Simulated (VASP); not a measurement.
A run of VASP 6.6.1:

The input INCAR:

```
PREC     = Accurate       # precision mode
ENCUT    = 520            # plane-wave cutoff, eV
EDIFF    = 1E-7           # SCF threshold, eV
ISMEAR   = 0              # smearing method
SIGMA    = 0.1            # smearing width, eV
LREAL    = F              # projectors in reciprocal space
LASPH    = T              # aspherical terms in the spheres
NELM     = 80             # most SCF steps
ALGO     = Normal         # electronic algorithm
ISIF     = 2              # what is computed and relaxed
LWAVE    = F              # write WAVECAR
LCHARG   = T              # write CHGCAR
GGA      = PE             # functional
LELF     = T              # ELF
LVHAR    = T            
NBANDS   = 14             # bands
```

File KPOINTS:

```
regular mesh
0
Gamma
  8 8 8
```

Contents of POSCAR:

```
CdH2
1.0
    0.0000000000      2.5496679267      2.5496679267
    2.5496679267      0.0000000000      2.5496679267
    2.5496679267      2.5496679267      0.0000000000
Cd H
1 2
Direct
    0.0000000000      0.0000000000      0.0000000000
    0.2500000000      0.2500000000      0.2500000000
    0.7500000000      0.7500000000      0.7500000000
```

Potentials or basis: VASP PAW PBE potentials, release 64 (Cd, H).

Command:

```console
$ cat potpaw_PBE.64/Cd/POTCAR potpaw_PBE.64/H/POTCAR > POTCAR
$ mpirun -np 1 vasp_std > vasp.out
```

Hardware: 1 thread of Intel(R) Xeon(R) Platinum 8488C (Sapphire Rapids), with other jobs on the host.

Problem. Estimate the wall time of this run.

Solution. Run time: 14 s on 1 thread of Intel(R) Xeon(R) Platinum 8488C (Sapphire Rapids), on a shared host, peak memory 0.16 GiB. Counts: scf iterations 14, k points 29.
